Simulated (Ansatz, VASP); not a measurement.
Two plane-wave programs on Al

```
Al
1.0
     0.00000    2.01979    2.01979
     2.01979    0.00000    2.01979
     2.01979    2.01979    0.00000
Al
1
Direct
  0.00000 0.00000 0.00000
```

Alike in both runs: functional PBE; k mesh 17 × 17 × 17; occupations fermi-dirac, width 0.05 eV; no spin polarisation.

Ansatz relaxed the structure, and its values are those at the end. VASP's run is a single point on that final structure, the one shown.

|  | VASP | Ansatz |
| --- | --- | --- |
| version | VASP 6.6.1 | Ansatz 0.2.0 |
| potentials or method | VASP PAW PBE potentials, release 64 (Al) | PAW with Ansatz's earlier generated frozen-core files (soft_1), scalar-relativistic |
| plane-wave cutoff (eV) | 500 | 420 |
| valence electrons in the cell | 3 | 3 |

```tsv
	VASP	Ansatz	Ansatz less VASP
pressure (GPa)	0.0	0.0	+0.01
```

The functional is the same, so the differences come from potentials, cutoffs and numerics.
